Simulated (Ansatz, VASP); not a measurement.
KCl in VASP and in Ansatz

The input INCAR:

```
SYSTEM = KCl
PREC = Accurate
ENCUT = 600
EDIFF = 1E-7
ISMEAR = -1
SIGMA = 0.05
LREAL = .FALSE.
LASPH = .TRUE.
NELM = 80
ALGO = Normal
ISIF = 3
LWAVE = .FALSE.
LCHARG = .FALSE.
GGA = PS
IBRION = 2
NSW = 60
EDIFFG = -0.01
```

KPOINTS

```
regular mesh
0
G
  7 7 7
  0 0 0
```

POSCAR

```
KCl
1.0
    0.0000000000      3.1464700000      3.1464700000
    3.1464700000      0.0000000000      3.1464700000
    3.1464700000      3.1464700000      0.0000000000
K Cl
1 1
Direct
    0.0000000000      0.0000000000      0.0000000000
    0.5000000000      0.5000000000      0.5000000000
```

The input input.yaml:

```yaml
crystal:
  lattice:
    - [0.0, 3.14647, 3.14647]
    - [3.14647, 0.0, 3.14647]
    - [3.14647, 3.14647, 0.0]
  atoms:
    - { symbol: K, position: [0.0, 0.0, 0.0] }
    - { symbol: Cl, position: [0.5, 0.5, 0.5] }
hamiltonian:
  xc: pbesol
  pseudopotentials: { kind: paw }
kpoints:
  mp_grid: { grid: [7, 7, 7] }
scf:
  occupations: { method: fermi_dirac, width: 0.05 }
output:
  forces: true
  stress: true
  eigenvalues: true
relax:
  f_tol: 0.01
  max_steps: 40
  cell: { stress_tol: 0.05 }
```

Alike in both runs: task relaxation of cell and atoms; functional PBEsol; k mesh 7 × 7 × 7; occupations fermi-dirac, width 0.05 eV; no spin polarisation.

```csv
,VASP,Ansatz
version,VASP 6.6.1,Ansatz 0.2.0
potentials or method,"VASP PAW PBE potentials, release 64 (K_sv, Cl)",Ansatz PAW
plane-wave cutoff (eV),600,420
valence electrons in the cell,16,16
```

```csv
,VASP,Ansatz,Ansatz less VASP
"gap on the k mesh at the Fermi level, each at its own relaxed structure (eV)",5.08,5.10,+0.022
relaxed volume (Å³/atom),30.58,30.41,-0.176
relaxed cell length with the largest relative difference (Å),4.423,4.414,-0.0085
```

VASP's potentials were made for PBE, not for PBEsol.

Noted on Ansatz's run: odd divisions of the mesh miss points on the zone boundary, where band edges often lie, so the gap on the mesh can be too wide; the plane-wave basis is chosen anew once the cell has moved, so the energies of steps on either side of that aren't comparable.
